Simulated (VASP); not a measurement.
# CsRe2 (Fm-3m) in VASP: further runs

Runs on CsRe2. Level: PBE. Tasks: single point.

Program: VASP 6.6.1. These are calculated values, not measurements. Logs are shortened: lines on timing, memory, paths and dates and some standing lists are left out, and cuts for length are marked.

## (1) The cell of the first run

It takes space group Fm-3m (No. 225, cubic). The conventional cell has a = 6.622 Å, b = 6.622 Å, c = 6.622 Å, α = 90.00°, β = 90.00°, γ = 90.00°. Cs (site symmetry m-3m) has 8 Re at 2.87 Å within 3.8 Å. Re (site symmetry -43m) has 4 Cs at 2.87 Å and 6 Re at 3.31 Å within 3.8 Å.

## (2) Single point, PBE

File INCAR:

```
SYSTEM = CsRe2
ALGO = Normal
EDIFF = 1E-6
ENCUT = 560
GGA = PE
GGA_COMPAT = .False.
ISIF = 2
ISMEAR = 0
LASPH = .True.
LCHARG = .False.
LREAL = .False.
LWAVE = .False.
NBANDS = 26
NELM = 120
PREC = Accurate
SIGMA = 0.1
```

File KPOINTS:

```
k-points
0
Gamma
  6 6 6
  0 0 0
```

File POSCAR:

```
CsRe2
1.0
    0.0000000000      3.3112270065      3.3112270065
    3.3112270065      0.0000000000      3.3112270065
    3.3112270065      3.3112270065      0.0000000000
Cs Re
1 2
Direct
    0.0000000000      0.0000000000      0.0000000000
    0.2500000000      0.2500000000      0.2500000000
    0.7500000000      0.7500000000      0.7500000000
```

Potentials or basis: VASP PAW PBE potentials, release 64 (Cs_sv, Re_sv_GW).

Started as:

```sh
> cat potpaw_PBE.64/Cs_sv/POTCAR potpaw_PBE.64/Re_sv_GW/POTCAR > POTCAR
> mpirun -np 1 vasp_std > vasp.out
```

OUTCAR:

```text
SYSTEM = CsRe2
   EDIFF = 1E-6
   ENCUT = 560
   GGA = PE
   ISIF = 2
   ISMEAR = 0
   LASPH = .True.
   LREAL = .False.
   NELM = 120
   PREC = Accurate

 ion  position               nearest neighbor table
   1  0.000  0.000  0.000-   3 2.87   3 2.87   3 2.87   2 2.87   3 2.87   2 2.87   2 2.87   2 2.87

   2  0.250  0.250  0.250-   1 2.87   1 2.87   1 2.87   1 2.87
   3  0.750  0.750  0.750-   1 2.87   1 2.87   1 2.87   1 2.87

  LATTYP: Found a face centered cubic cell.
 ALAT       =     6.6224540130

  Lattice vectors:

 A1 = (   0.0000000000,   3.3112270065,   3.3112270065)
 A2 = (   3.3112270065,   0.0000000000,   3.3112270065)
 A3 = (   3.3112270065,   3.3112270065,   0.0000000000)

Analysis of symmetry for initial positions (statically):
=====================================================================
 Subroutine PRICEL returns:
 Original cell was already a primitive cell.

 Routine SETGRP: Setting up the symmetry group for a
 face centered cubic supercell.

 Subroutine GETGRP returns: Found 48 space group operations
 (whereof 48 operations were pure point group operations)
 out of a pool of 48 trial point group operations.

The static configuration has the point symmetry O_h .

Analysis of symmetry for dynamics (positions and initial velocities):
=====================================================================
 Subroutine PRICEL returns:
 Original cell was already a primitive cell.

 Routine SETGRP: Setting up the symmetry group for a
 face centered cubic supercell.

 Subroutine GETGRP returns: Found 48 space group operations
 (whereof 48 operations were pure point group operations)
 out of a pool of 48 trial point group operations.

The dynamic configuration has the point symmetry O_h .

 Subroutine INISYM returns: Found 48 space group operations
 (whereof 48 operations are pure point group operations),
 and found     1 'primitive' translations

----------------------------------------------------------------------------------------

                                     Primitive cell

  volume of cell :      72.6101

  direct lattice vectors                    reciprocal lattice vectors
[... 73 lines left out ...]
   ICHARG =      2    charge: 1-file 2-atom 10-const
   ISPIN  =      1    spin polarized calculation?
   LNONCOLLINEAR =      F non collinear calculations
   LSORBIT =      F    spin-orbit coupling
   LASPH  =      T    aspherical Exc in radial PAW
   ENCUT  =  560.0 eV  41.16 Ry    6.42 a.u.   9.04  9.04  9.04*2*pi/ulx,y,z
   NELM   =    120;   NELMIN=  2; NELMDL= -5     # of ELM steps
   EDIFF  = 0.1E-05   stopping-criterion for ELM
   LREAL  =      F    real-space projection
   EDIFFG = 0.1E-04   stopping-criterion for IOM
   NSW    =      0    number of steps for IOM
   IBRION =     -1    ionic relax: 0-MD 1-quasi-New 2-CG
   NFREE  =      0    steps in history (QN), initial steepest desc. (CG)
   ISIF   =      2    stress and relaxation
   ISYM   =      2    0-nonsym 1-usesym 2-fastsym
   POTIM  = 0.5000    time-step for ionic-motion
   TEBEG  =    0.0;   TEEND  =   0.0 temperature during run
   PSTRESS=    0.0 pullay stress
   NELECT =      39.0000    total number of electrons
   NUPDOWN=      -1.0000    fix difference up-down
   EMIN   =  10.00;   EMAX   =-10.00  energy-range for DOS
   EFERMI =   0.00;   METHOD = LEGACY
   ISMEAR =     0;   SIGMA  =   0.10  broadening in eV -4-tet -1-fermi 0-gaus
   EFERMI_NEDOS =   21; number of points for ismear=-14 and -15
   IALGO  =     38    algorithm
   IMIX   =      4    mixing-type and parameters
     AMIX     =   0.40;   BMIX     =  1.00
     AMIX_MAG =   1.60;   BMIX_MAG =  1.00
  volume/ion in A,a.u.               =      24.20       163.33
  Fermi-wavevector in a.u.,A,eV,Ry     =   1.330753  2.514758 24.094601  1.770903
  Thomas-Fermi vector in A             =   2.459816
   LORBIT       =      0    0 simple, 1 ext, 2 COOP (PROOUT), +10 PAW based schemes
   GGA     = PE    functional components
   LHFCALC =     F    Hartree Fock is set to
   AEXX    =    0.0000 exact exchange contribution
   IVDW    =     0    specifies the selected vdW correction
   LEPSILON=     F    determine dielectric tensor
   LRPA    =     F    only Hartree local field effects (RPA)
 non-spin polarized calculation
 Gauss-broadening in eV      SIGMA  =   0.10
  energy-cutoff  :      560.00
  volume of cell :       72.61
 maximum number of plane-waves:      2202
   NGX = 19   NGY = 19   NGZ = 19

 number of electron      38.9999995 magnetization

 Free energy of the ion-electron system (eV)
  ---------------------------------------------------
  ext. energy  EPLUGINS =         0.00000000
  ---------------------------------------------------
  free energy    TOTEN  =       -17.28116589 eV

  energy without entropy =      -17.24896460  energy(sigma->0) =      -17.26506525

 E-fermi :   6.2692     XC(G=0): -11.2194

 val. band max:        6.2405473015   @ k =   0.1667   0.1667   0.0000
 cond. band min:       6.3353788790   @ k =   0.5000   0.3333   0.1667
 fundamental gap:      0.0948315774
 Fermi energy:         6.2691977510

 k-point     1 :       0.0000    0.0000    0.0000
  band No.  band energies     occupation
      1     -73.5208      2.00000
      2     -73.5131      2.00000
      3     -35.3866      2.00000
      4     -35.3866      2.00000
      5     -35.3866      2.00000
      6     -35.3109      2.00000
[... 453 lines left out ...]
     25       9.2222      0.00000
     26      10.7062      0.00000

------------------------ aborting loop because EDIFF is reached ----------------------------------------

  FORCE on cell =-STRESS in cart. coord.  units (eV):
  Direction    XX          YY          ZZ          XY          YZ          ZX
  --------------------------------------------------------------------------------------
  -------------------------------------------------------------------------------------
  Total       -4.8901316     -4.8901316     -4.8901316      0.0000000     -0.0000000      0.0000000
  in kB     -107.9031849   -107.9031849   -107.9031849      0.0000000     -0.0000000      0.0000000
  external PRESSURE =    -107.9031849 kB  Pullay stress =       0.0000000 kB

 VOLUME and BASIS-vectors are now :
 -----------------------------------------------------------------------------
  energy-cutoff  :      560.00
  volume of cell :       72.61
      direct lattice vectors                 reciprocal lattice vectors
     0.000000000  3.311227006  3.311227006    -0.151001426  0.151001426  0.151001426
     3.311227006  0.000000000  3.311227006     0.151001426 -0.151001426  0.151001426
     3.311227006  3.311227006  0.000000000     0.151001426  0.151001426 -0.151001426

 POSITION                                       TOTAL-FORCE (eV/Angst)
 -----------------------------------------------------------------------------------
      0.00000      0.00000      0.00000        -0.000000      0.000000     -0.000000
      1.65561      1.65561      1.65561         0.000000     -0.000000     -0.000000
      4.96684      4.96684      4.96684         0.000000      0.000000      0.000000
 -----------------------------------------------------------------------------------
    total drift:                                0.000000      0.000000      0.000000

  FREE ENERGIE OF THE ION-ELECTRON SYSTEM (eV)
  ---------------------------------------------------
  free  energy   TOTEN  =       -17.2811658935 eV

  energy  without entropy=      -17.2489645997  energy(sigma->0) =      -17.26506525
```

OSZICAR:

```text
N       E                     dE             d eps       ncg     rms          rms(c)
DAV:   1     0.398967075451E+03    0.39897E+03   -0.25081E+04   872   0.152E+03
DAV:   2     0.651953266195E+01   -0.39245E+03   -0.38727E+03  1046   0.413E+02
DAV:   3    -0.193387205591E+02   -0.25858E+02   -0.25404E+02  1106   0.985E+01
DAV:   4    -0.198172937925E+02   -0.47857E+00   -0.47553E+00  1008   0.134E+01
DAV:   5    -0.198267139551E+02   -0.94202E-02   -0.94108E-02  1064   0.162E+00    0.136E+02
DAV:   6    -0.174131749021E+02    0.24135E+01   -0.10600E+01   866   0.147E+01    0.675E+01
DAV:   7    -0.173010265382E+02    0.11215E+00   -0.87732E-01   928   0.471E+00    0.208E+00
DAV:   8    -0.172812645093E+02    0.19762E-01   -0.12407E-01   936   0.169E+00    0.120E+00
DAV:   9    -0.172810494604E+02    0.21505E-03   -0.10468E-02   958   0.570E-01    0.472E-01
DAV:  10    -0.172811580474E+02   -0.10859E-03   -0.66889E-04   982   0.198E-01    0.680E-02
DAV:  11    -0.172811654046E+02   -0.73572E-05   -0.11011E-04   970   0.627E-02    0.406E-02
DAV:  12    -0.172811658935E+02   -0.48893E-06   -0.39764E-06   868   0.113E-02
   1 F= -.17281166E+02 E0= -.17265065E+02  d E =-.322013E-01
```

It took 35 s on 1 thread of Intel Xeon Platinum 8488C (Sapphire Rapids), shared host; peak memory 0.22 GiB.

What came out:

```yaml
Free_energy: -17.2812 eV
Pressure: -10.8 GPa
Band_gap_on_the_k_mesh: zero (an odd number of electrons rules out a gap without spin polarisation)
```

Levels at points of the mesh, in eV from the Fermi level:
| k point | band 17 | band 18 | band 19 | band 20 | band 21 | band 22 |
| --- | --- | --- | --- | --- | --- | --- |
| (0.00, 0.00, 0.00) | 0.09 | 0.09 | 0.33 | 0.33 | 0.33 | 1.83 |
| (0.50, 0.00, 0.00) | -1.20 | -1.20 | -0.87 | -0.87 | -0.20 | 1.20 |
| (0.50, 0.50, 0.00) | -0.99 | -0.29 | -0.19 | -0.19 | 0.66 | 1.55 |

Caveat: the cell stands under tension; spin-orbit coupling is left out, which moves the levels of the heavy elements.

## (3) Single point, PBE

This run uses another cell than the first one, of 20.24 Å³/atom.

File INCAR:

```
ALGO = Normal
EDIFF = 1E-6
ENCUT = 560
GGA = PE
GGA_COMPAT = False
ISIF = 2
ISMEAR = 0
LASPH = True
LCHARG = False
LREAL = False
LWAVE = False
NBANDS = 26
NELM = 120
PREC = Accurate
SIGMA = 0.1
```

File KPOINTS:

```
k-points
0
Gamma
  4 4 4
```

File POSCAR:

```
CsRe2
1.0
    0.0000000000      3.1198178290      3.1198178290
    3.1198178290      0.0000000000      3.1198178290
    3.1198178290      3.1198178290      0.0000000000
Cs Re
1 2
Direct
    0.0000000000      0.0000000000      0.0000000000
    0.2500000000      0.2500000000      0.2500000000
    0.7500000000      0.7500000000      0.7500000000
```

Potentials or basis: VASP PAW PBE potentials, release 64 (Cs_sv, Re_sv_GW).

Started as:

```sh
> cat potpaw_PBE.64/Cs_sv/POTCAR potpaw_PBE.64/Re_sv_GW/POTCAR > POTCAR
> mpirun -np 1 vasp_std > vasp.out
```

Wall time 12 s (1 thread of Intel Xeon 6975P-C (Granite Rapids), shared host); peak memory 0.21 GiB.

The run converged. Its results:

```
Free energy            : -17.5030 eV
Pressure               : 4.3 GPa
Band gap on the k mesh : zero (an odd number of electrons rules out a gap without spin polarisation)
```

Levels at points of the mesh, in eV from the Fermi level:
```
           k point  band 16  band 17  band 18  band 19  band 20  band 21  band 22  band 23
(0.00, 0.00, 0.00)    -0.01    -0.01    -0.01     0.65     0.65     0.65     2.36     2.36
(0.50, 0.00, 0.00)    -2.06    -1.73    -1.73    -1.29    -1.29     0.13     1.81     1.81
(0.50, 0.50, 0.00)    -1.45    -1.45    -0.43    -0.43     0.08     0.79     2.21     2.23
```

Caveat: the k points lie up to 0.44 Å⁻¹ apart, too coarse for converged energies and pressures of a metal; spin-orbit coupling is left out, which moves the levels of the heavy elements.

## (4) Single point, PBE

This run uses another cell than the first one, of 20.16 Å³/atom.

File INCAR:

```
SYSTEM = CsRe2
  PREC = Accurate
  ENCUT = 560
  EDIFF = 1E-6
  ISMEAR = 0
  SIGMA = 0.1
  LREAL = .FALSE.
  LASPH = .TRUE.
  NELM = 120
  ALGO = Normal
  ISIF = 2
  LWAVE = .FALSE.
  LCHARG = .FALSE.
  GGA = PE
  NBANDS = 26
  GGA_COMPAT = .FALSE.
```

File KPOINTS:

```
Automatic mesh
0
G
  6 6 6
  0 0 0
```

File POSCAR:

```
CsRe2
1.0
    0.0000000000      3.1156022178      3.1156022178
    3.1156022178      0.0000000000      3.1156022178
    3.1156022178      3.1156022178      0.0000000000
Cs Re
1 2
Direct
    0.0000000000      0.0000000000      0.0000000000
    0.2500000000      0.2500000000      0.2500000000
    0.7500000000      0.7500000000      0.7500000000
```

Started as:

```sh
> cat potpaw_PBE.64/Cs_sv/POTCAR potpaw_PBE.64/Re_sv_GW/POTCAR > POTCAR
> mpirun -np 1 vasp_std > vasp.out
```

Wall time 15 s (1 thread of Intel Xeon 6975P-C (Granite Rapids), shared host); peak memory 0.21 GiB.

It converged, with:

```yaml
Free_energy: -17.6019 eV
Pressure: 4.4 GPa
Band_gap_on_the_k_mesh: zero (an odd number of electrons rules out a gap without spin polarisation)
```

Levels at points of the mesh, in eV from the Fermi level:
| k point | band 15 | band 16 | band 17 | band 18 | band 19 | band 20 | band 21 | band 22 | band 23 | band 24 |
| --- | --- | --- | --- | --- | --- | --- | --- | --- | --- | --- |
| (0.00, 0.00, 0.00) | -4.12 | -0.10 | -0.10 | -0.10 | 0.58 | 0.58 | 0.58 | 2.29 | 2.29 | 2.74 |
| (0.50, 0.00, 0.00) | -2.58 | -2.15 | -1.83 | -1.83 | -1.38 | -1.38 | 0.06 | 1.74 | 1.74 | 2.76 |
| (0.50, 0.50, 0.00) | -3.19 | -1.55 | -1.55 | -0.52 | -0.52 | 0.01 | 0.71 | 2.14 | 2.16 | 3.52 |

Caveat: the cell stands under pressure; spin-orbit coupling is left out, which moves the levels of the heavy elements.

## (5) Summary

| cell | k mesh | gap on the mesh (eV) | pressure (GPa) |
| --- | --- | --- | --- |
| a = 4.683 Å, angles 60.0°, 3 atoms | 6 × 6 × 6 | none | -10.8 |
| a = 4.412 Å, angles 60.0°, 3 atoms | 4 × 4 × 4 | none | 4.3 |
| a = 4.406 Å, angles 60.0°, 3 atoms | 6 × 6 × 6 | none | 4.4 |

Alike in all rows: task single point; level PBE; potentials or basis VASP PAW PBE potentials, release 64 (Cs_sv, Re_sv_GW); no spin polarisation; cutoff (eV) 560; smearing gaussian 0.1 eV.

Caveats: some runs use coarse meshes; spin-orbit coupling is left out, which moves the levels of the heavy elements; the cell stands under tension (at least some runs); the cell stands under pressure (at least some runs).

Total energies depend on the potentials used, so only differences within one code and one set of settings carry meaning.

The gap in the log of VASP goes by the Fermi energy; the results here count the filled bands.